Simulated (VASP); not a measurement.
# TaN (Fm-3m) in VASP: a series of runs

TaN is run at these levels: r2SCAN; tasks: relaxation of cell and atoms.

Program: VASP 6.6.1. These are calculated values, not measurements. Logs are shortened: lines on timing, memory, paths and dates and some standing lists are left out, and cuts for length are marked.

### 1 The cell of the first run

It takes space group Fm-3m (No. 225, cubic). Conventional cell: a = 4.423 Å, b = 4.423 Å, c = 4.423 Å, α = 90.00°, β = 90.00°, γ = 90.00°. Ta (site symmetry m-3m) has 6 N at 2.21 Å within 2.9 Å. Within 2.9 Å of N (site symmetry m-3m) lie 6 Ta at 2.21 Å.

### 2 Relaxation of cell and atoms, r2SCAN, target pressure 2 GPa, at which the enthalpy is minimised

Contents of POSCAR:

```
TaN
1.0
    0.0000000000      2.2113230000      2.2113230000
    2.2113230000      0.0000000000      2.2113230000
    2.2113230000      2.2113230000      0.0000000000
Ta N
1 1
Direct
    0.5000000000      0.5000000000      0.5000000000
    0.0000000000      0.0000000000      0.0000000000
```

Contents of INCAR.step1:

```
SYSTEM = TaN
PREC = Accurate
ENCUT = 600
ISMEAR = -1
SIGMA = 0.05
LREAL = .FALSE.
LASPH = .TRUE.
NELM = 100
GGA = PE
ALGO = Normal
EDIFF = 1E-4
LWAVE = .TRUE.
LCHARG = .FALSE.
```

Contents of INCAR.step2:

```
SYSTEM = TaN
PREC = Accurate
ENCUT = 600
EDIFF = 1E-7
ISMEAR = -1
SIGMA = 0.05
LREAL = .FALSE.
LASPH = .TRUE.
NELM = 100
ALGO = Normal
ISIF = 3
LWAVE = .FALSE.
LCHARG = .FALSE.
METAGGA = R2SCAN
LMIXTAU = .TRUE.
IBRION = 2
NSW = 60
EDIFFG = -0.01
PSTRESS = 20.0
ISTART = 1
```

Contents of KPOINTS:

```
Automatic mesh
0
G
  10 10 10
  0 0 0
```

Potentials or basis: VASP PAW PBE potentials, release 64 (Ta_pv, N).

Launch:

```bash
$ cat potpaw_PBE.64/Ta_pv/POTCAR potpaw_PBE.64/N/POTCAR > POTCAR
$ cp INCAR.step1 INCAR
$ mpirun -np 1 vasp_std > vasp.out
$ cp INCAR.step2 INCAR
$ mpirun -np 1 vasp_std > vasp.out
```

OUTCAR:

```text
SYSTEM = TaN
   PREC = Accurate
   ENCUT = 600
   EDIFF = 1E-7
   ISMEAR = -1
   LREAL = .FALSE.
   LASPH = .TRUE.
   NELM = 100
   ISIF = 3
   METAGGA = R2SCAN
   IBRION = 2
   NSW = 60
   EDIFFG = -0.01
   PSTRESS = 20.0
   ISTART = 1

 ion  position               nearest neighbor table
   1  0.500  0.500  0.500-   2 2.21   2 2.21   2 2.21   2 2.21   2 2.21   2 2.21
   2  0.000  0.000  0.000-   1 2.21   1 2.21   1 2.21   1 2.21   1 2.21   1 2.21

  LATTYP: Found a face centered cubic cell.
 ALAT       =     4.4226460000

  Lattice vectors:

 A1 = (   0.0000000000,   2.2113230000,   2.2113230000)
 A2 = (   2.2113230000,   0.0000000000,   2.2113230000)
 A3 = (   2.2113230000,   2.2113230000,   0.0000000000)

Analysis of symmetry for initial positions (statically):
=====================================================================
 Subroutine PRICEL returns:
 Original cell was already a primitive cell.

 Routine SETGRP: Setting up the symmetry group for a
 face centered cubic supercell.

 Subroutine GETGRP returns: Found 48 space group operations
 (whereof 48 operations were pure point group operations)
 out of a pool of 48 trial point group operations.

The static configuration has the point symmetry O_h .

Analysis of symmetry for dynamics (positions and initial velocities):
=====================================================================
 Subroutine PRICEL returns:
 Original cell was already a primitive cell.

 Routine SETGRP: Setting up the symmetry group for a
 face centered cubic supercell.

 Subroutine GETGRP returns: Found 48 space group operations
 (whereof 48 operations were pure point group operations)
 out of a pool of 48 trial point group operations.

The dynamic configuration has the point symmetry O_h .

 Subroutine INISYM returns: Found 48 space group operations
 (whereof 48 operations are pure point group operations),
 and found     1 'primitive' translations

----------------------------------------------------------------------------------------

                                     Primitive cell

  volume of cell :      21.6265

  direct lattice vectors                    reciprocal lattice vectors
     0.000000000  2.211323000  2.211323000    -0.226108985  0.226108985  0.226108985
     2.211323000  0.000000000  2.211323000     0.226108985 -0.226108985  0.226108985
     2.211323000  2.211323000  0.000000000     0.226108985  0.226108985 -0.226108985

  length of vectors
     3.127282977  3.127282977  3.127282977     0.391632251  0.391632251  0.391632251

  position of ions in fractional coordinates (direct lattice)
     0.500000000  0.500000000  0.500000000
     0.000000000  0.000000000  0.000000000

  ion indices of the primitive-cell ions
   primitive index   ion index
                 1           1
                 2           2

----------------------------------------------------------------------------------------

 KPOINTS: Automatic mesh

Automatic generation of k-mesh.
 Grid dimensions read from file:
 generate k-points for:   10   10   10

 Generating k-lattice:

  Cartesian coordinates                     Fractional coordinates (reciprocal lattice)
    -0.022610899  0.022610899  0.022610899     0.100000000  0.000000000  0.000000000
     0.022610899 -0.022610899  0.022610899     0.000000000  0.100000000  0.000000000
     0.022610899  0.022610899 -0.022610899     0.000000000  0.000000000  0.100000000

  Length of vectors
     0.039163225  0.039163225  0.039163225

  Shift w.r.t. Gamma in fractional coordinates (k-lattice)
     0.000000000  0.000000000  0.000000000

 Subroutine IBZKPT returns following result:
 ===========================================

 Found     47 irreducible k-points:

 Following reciprocal coordinates:
            Coordinates               Weight
  0.000000  0.000000  0.000000      1.000000
  0.100000  0.000000  0.000000      8.000000
  0.200000  0.000000  0.000000      8.000000
  0.300000  0.000000  0.000000      8.000000
  0.400000  0.000000  0.000000      8.000000
  0.500000  0.000000  0.000000      4.000000
[... 16 lines left out ...]
  0.300000  0.300000  0.000000      6.000000
  0.400000  0.300000  0.000000     24.000000
 [... further k-points ...]
   k-points           NKPTS =     47   k-points in BZ     NKDIM =     47   number of bands    NBANDS=     12
   number of dos      NEDOS =    301   number of ions     NIONS =      2
   total plane-waves  NPLWV =  21952
   dimension x,y,z NGX =    28 NGY =   28 NGZ =   28
   dimension x,y,z NGXF=    56 NGYF=   56 NGZF=   56
   ions per type =               1   1
   NGX,Y,Z   is equivalent  to a cutoff of  14.88, 14.88, 14.88 a.u.
   NGXF,Y,Z  is equivalent  to a cutoff of  29.77, 29.77, 29.77 a.u.
 SYSTEM =  TaN
   PREC   = accura    normal or accurate (medium, high low for compatibility)
   ISTART =      1    job   : 0-new  1-cont  2-samecut
   ICHARG =      0    charge: 1-file 2-atom 10-const
   ISPIN  =      1    spin polarized calculation?
   LNONCOLLINEAR =      F non collinear calculations
   LSORBIT =      F    spin-orbit coupling
   LASPH  =      T    aspherical Exc in radial PAW
   ENCUT  =  600.0 eV  44.10 Ry    6.64 a.u.   6.25  6.25  6.25*2*pi/ulx,y,z
   NELM   =    100;   NELMIN=  2; NELMDL=  0     # of ELM steps
   EDIFF  = 0.1E-06   stopping-criterion for ELM
   LREAL  =      F    real-space projection
   EDIFFG = -.1E-01   stopping-criterion for IOM
   NSW    =     60    number of steps for IOM
   IBRION =      2    ionic relax: 0-MD 1-quasi-New 2-CG
   NFREE  =      1    steps in history (QN), initial steepest desc. (CG)
   ISIF   =      3    stress and relaxation
   ISYM   =      2    0-nonsym 1-usesym 2-fastsym
   POTIM  = 0.5000    time-step for ionic-motion
   TEBEG  =    0.0;   TEEND  =   0.0 temperature during run
   PSTRESS=   20.0 pullay stress
   NELECT =      16.0000    total number of electrons
   NUPDOWN=      -1.0000    fix difference up-down
   EMIN   =  10.00;   EMAX   =-10.00  energy-range for DOS
   EFERMI =   0.00;   METHOD = LEGACY
   ISMEAR =    -1;   SIGMA  =   0.05  broadening in eV -4-tet -1-fermi 0-gaus
   EFERMI_NEDOS =   21; number of points for ismear=-14 and -15
   IALGO  =     38    algorithm
   IMIX   =      4    mixing-type and parameters
     AMIX     =   0.40;   BMIX     =  1.00
     AMIX_MAG =   1.60;   BMIX_MAG =  1.00
  volume/ion in A,a.u.               =      10.81        72.97
  Fermi-wavevector in a.u.,A,eV,Ry     =   1.480651  2.798024 29.828417  2.192327
  Thomas-Fermi vector in A             =   2.594659
   LORBIT       =      0    0 simple, 1 ext, 2 COOP (PROOUT), +10 PAW based schemes
   METAGGA = R2SCAN    functional components
   LHFCALC =     F    Hartree Fock is set to
   AEXX    =    0.0000 exact exchange contribution
   IVDW    =     0    specifies the selected vdW correction
   LEPSILON=     F    determine dielectric tensor
   LRPA    =     F    only Hartree local field effects (RPA)
 conjugate gradient relaxation of ions
 non-spin polarized calculation
  energy-cutoff  :      600.00
  volume of cell :       21.63
 maximum number of plane-waves:       740
 NGX is ok and might be reduce to    28
   NGX = 13   NGY = 13   NGZ = 13

--------------------------------------- Ionic step        1  -------------------------------------------

 number of electron      15.9999999 magnetization

 Free energy of the ion-electron system (eV)
  ---------------------------------------------------
  ext. energy  EPLUGINS =         0.00000000
  ---------------------------------------------------
  free energy    TOTEN  =       -59.63820329 eV

  energy without entropy =      -59.63237206  energy(sigma->0) =      -59.63528768

------------------------ aborting loop because EDIFF is reached ----------------------------------------

  FORCE on cell =-STRESS in cart. coord.  units (eV):
  Direction    XX          YY          ZZ          XY          YZ          ZX
  --------------------------------------------------------------------------------------
  -------------------------------------------------------------------------------------
  Total       -0.5831079     -0.5831079     -0.5831079     -0.0000000     -0.0000000      0.0000000
  in kB      -43.1989303    -43.1989303    -43.1989303     -0.0000000     -0.0000000      0.0000000
  external PRESSURE =     -63.1989303 kB  Pullay stress =      20.0000000 kB
[... 23 lines left out ...]
  enthalpy is  TOTEN    =       -59.3682392277 eV   P V=        0.2699640645

--------------------------------------- Ionic step        2  -------------------------------------------

 number of electron      16.0000001 magnetization

 E-fermi :  10.1614     XC(G=0): -14.7518

 val. band max:       10.0410609463   @ k =  -0.2000   0.2000   0.0000
 cond. band min:      10.1990547999   @ k =  -0.3000   0.3000   0.1000
 fundamental gap:      0.1579938536
 Fermi energy:        10.1613861295

 k-point     1 :       0.0000    0.0000    0.0000
  band No.  band energies     occupation
      1     -26.9376      2.00000
      2     -26.9376      2.00000
      3     -26.9376      2.00000
      4     -10.2600      2.00000
      5       5.8629      2.00000
      6       5.8629      2.00000
      7       5.8629      2.00000
      8       7.8349      2.00000
      9       7.8349      2.00000
     10       7.8349      2.00000
     11      10.2653      0.22238
     12      10.2653      0.22238
[... 380 lines left out ...]
  enthalpy is  TOTEN    =       -59.3284306650 eV   P V=        0.2536393018

--------------------------------------- Ionic step        3  -------------------------------------------

 number of electron      15.9999999 magnetization

 Free energy of the ion-electron system (eV)
  ---------------------------------------------------
  ext. energy  EPLUGINS =         0.00000000
  ---------------------------------------------------
  free energy    TOTEN  =       -59.64128274 eV

  energy without entropy =      -59.63560902  energy(sigma->0) =      -59.63844588

 E-fermi :   9.6508     XC(G=0): -14.4660

 val. band max:        9.5442456688   @ k =  -0.2000   0.2000   0.0000
 cond. band min:       9.6879808221   @ k =  -0.3000   0.3000   0.1000
 fundamental gap:      0.1437351533
 Fermi energy:         9.6508233441

 k-point     1 :       0.0000    0.0000    0.0000
  band No.  band energies     occupation
      1     -27.5361      2.00000
      2     -27.5361      2.00000
      3     -27.5361      2.00000
      4     -10.3927      2.00000
      5       5.4866      2.00000
      6       5.4866      2.00000
      7       5.4867      2.00000
      8       7.4523      2.00000
      9       7.4523      2.00000
     10       7.4523      2.00000
     11       9.7503      0.24042
     12       9.7503      0.24041
[... 374 lines left out ...]
  FREE ENERGIE OF THE ION-ELECTRON SYSTEM (eV)
  ---------------------------------------------------
  free  energy   TOTEN  =       -59.6412827353 eV

  energy  without entropy=      -59.6356090240  energy(sigma->0) =      -59.63844588

  enthalpy is  TOTEN    =       -59.3761572525 eV   P V=        0.2651254828

 reached required accuracy - stopping structural energy minimisation
```

Run time: 3.8 min. Hardware: 1 thread of AMD EPYC 9R45 (Zen 5), shared host; peak memory 0.16 GiB.

What came out:

```
Free energy                                            : -59.6413 eV
Relaxed volume                                         : 10.62 Å³/atom
Relaxed cell                                           : a = 3.108 Å, b = 3.108 Å, c = 3.108 Å, α = 60.00°, β = 60.00°, γ = 60.00°
Space group after relaxing (to 0.05 Å)                 : Fm-3m (No. 225)
Energy change on relaxing (the enthalpy is what falls) : -1.5 meV/atom
Ionic steps                                            : 3
Pressure after relaxing                                : 1.9 GPa
Band gap on the k mesh                                 : zero (band 8 reaches 11.55 eV, above the bottom of band 9 at 7.45 eV)
```

Step by step:
| step | energy change (eV) | largest force (eV/Å) | pressure (GPa) | volume (Å³) |
| --- | --- | --- | --- | --- |
| 1 | 0.0000 | 0.0000 | -4.32 | 21.63 |
| 2 | 0.0561 | 0.0000 | 19.42 | 20.32 |
| 3 | -0.0031 | 0.0000 | 1.89 | 21.24 |

Final structure:
```
Ta N
1.0
     0.00000    2.19803    2.19803
     2.19803    0.00000    2.19803
     2.19803    2.19803    0.00000
Ta N
1 1
Cartesian
  2.1980 2.1980 2.1980
  0.0000 0.0000 0.0000
```

Levels at points of the mesh, in eV from the Fermi level:
```csv
k point,band 5,band 6,band 7,band 8,band 9,band 10,band 11,band 12
"(0.00, 0.00, 0.00)",-4.16,-4.16,-4.16,-2.20,-2.20,-2.20,0.10,0.10
"(0.50, 0.00, 0.00)",-10.87,-8.03,-8.03,1.90,1.90,2.05,4.06,7.81
"(0.50, 0.50, 0.00)",-7.11,-5.66,-5.02,-5.02,2.18,3.52,3.52,4.70
```

Caveat: the cell is relaxed towards a set pressure, so the enthalpy falls and the energy may rise; the PAW data sets were made with another functional, which shifts forces and pressure a little; spin-orbit coupling is left out, which moves the levels of the heavy elements.

(Continued in part 2 of 2.)
